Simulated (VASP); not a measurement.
A run of VASP 6.6.1 is set up as follows.

Contents of INCAR:

```
SYSTEM = HfO2
ALGO = Normal ; EDIFF = 1E-6
ENCUT = 520 ; GGA = PE
ISIF = 2 ; ISMEAR = -1
LASPH = .True. ; LCHARG = .False.
LREAL = .False. ; LWAVE = .False.
NBANDS = 56 ; NELM = 100
PREC = Accurate ; SIGMA = 0.05
```

Contents of KPOINTS:

```
k-points
0
Gamma
  3 3 3
  0 0 0
```

File POSCAR:

```
HfO2
1.0
    5.0803194000      0.0000000000      0.0000000000
    0.0000000000      5.1648674500      0.0000000000
    0.0000000000      0.0000000000      4.8908836500
Hf O
4 8
Direct
    0.2225908200      0.7817995800      0.2720679400
    0.7225908200      0.7182004200      0.7279320600
    0.7774091800      0.2182004200      0.2720679400
    0.2774091800      0.2817995800      0.7279320600
    0.1868153200      0.1636487800      0.1045346200
    0.6868153200      0.3363512200      0.8954653800
    0.8131846800      0.8363512200      0.1045346200
    0.3131846800      0.6636487800      0.8954653800
    0.0000000000      0.5000000000      0.4890544500
    0.5000000000      0.0000000000      0.5109455500
    0.0000000000      0.0000000000      0.5756249900
    0.5000000000      0.5000000000      0.4243750100
```

Potentials or basis: VASP PAW PBE potentials, release 64 (Hf_pv, O).

The run is started by

```sh
$ cat potpaw_PBE.64/Hf_pv/POTCAR potpaw_PBE.64/O/POTCAR > POTCAR
$ mpirun -np 1 vasp_std > vasp.out
```

Task: Predict the band gap on the k mesh.

Result: 4.04 eV, direct.

Task: Estimate the pressure.

Result: 6.5 GPa.

Forces in eV/Å, atoms in the order of the input:
```
Hf   0.023 -0.012  0.000
Hf   0.023  0.012  0.000
Hf  -0.023  0.012  0.000
Hf  -0.023 -0.012  0.000
O    0.013  0.026  0.101
O    0.013 -0.026 -0.101
O   -0.013 -0.026  0.101
O   -0.013  0.026 -0.101
O    0.000  0.000 -0.002
O    0.000  0.000  0.002
O    0.000  0.000  0.098
O    0.000  0.000 -0.098
```

Caveat: the k points lie up to 0.43 Å⁻¹ apart; spin-orbit coupling is left out, which moves the levels of the heavy elements. A hybrid or GW would open this gap; PBE tends to underestimate it.
